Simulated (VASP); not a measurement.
Set up this calculation in VASP 6.6.1, as the native input.

```yaml
Task: single point
Functional: PBE
Dispersion: D3(BJ)
Potentials_or_basis: VASP PAW PBE potentials, release 64 (B, N)
Cutoff: 520 eV
k_mesh: 12 × 12 × 4
Occupations: gaussian, width 0.05 eV
Spin: no spin polarisation
Dipole_correction: no
Further_INCAR_settings: ALGO = Normal; EDIFF = 1e-06; NBANDS = 16
```

The structure of BN lies in POSCAR:

```
BN
1.0
    2.5415515799      0.0000000000      0.0000000000
   -1.2707757900      2.1685204268      0.0000000000
    0.0000000000      0.0000000000      6.6612000000
B N
2 2
Direct
    0.3333333333      0.6666666667      0.2500000000
    0.6666666667      0.3333333333      0.7500000000
    0.3333333333      0.6666666667      0.7500000000
    0.6666666667      0.3333333333      0.2500000000
```

This cell differs from its parent crystal: strain +0.0150 x Voigt [1, 0, 0, 0, 0, 0].

One way to write it, as run:

INCAR

```
PREC     = Accurate       # precision mode
ENCUT    = 520            # plane-wave cutoff, eV
EDIFF    = 1E-6           # SCF threshold, eV
ISMEAR   = 0              # smearing method
SIGMA    = 0.05           # smearing width, eV
LREAL    = False          # projectors in reciprocal space
LASPH    = True           # aspherical terms in the spheres
NELM     = 80             # most SCF steps
ALGO     = Normal         # electronic algorithm
ISIF     = 2              # what is computed and relaxed
LWAVE    = False          # write WAVECAR
LCHARG   = False          # write CHGCAR
GGA      = PE             # functional
IVDW     = 12             # dispersion correction
NBANDS   = 16             # bands
```

KPOINTS

```
regular mesh
0
Gamma
  12 12 4
```

Potentials or basis: VASP PAW PBE potentials, release 64 (B, N).

The run is started by

```bash
$ cat potpaw_PBE.64/B/POTCAR potpaw_PBE.64/N/POTCAR > POTCAR
$ mpirun -np 1 vasp_std > vasp.out
```

Results of the run:

```json
{
 "Pressure": "-4.4 GPa",
 "Largest force": "0.170 eV/Å",
 "Band gap on the k mesh": "4.19 eV, indirect (least direct gap 4.59 eV)",
 "Dispersion energy per atom": "-0.139 eV"
}
```

Caveat: the cell differs from its parent crystal (strain +0.0150 x Voigt [1, 0, 0, 0, 0, 0]).

It took 37 s on 1 thread of Intel(R) Xeon(R) Platinum 8488C (Sapphire Rapids) (shared host), peak memory 0.2 GiB.
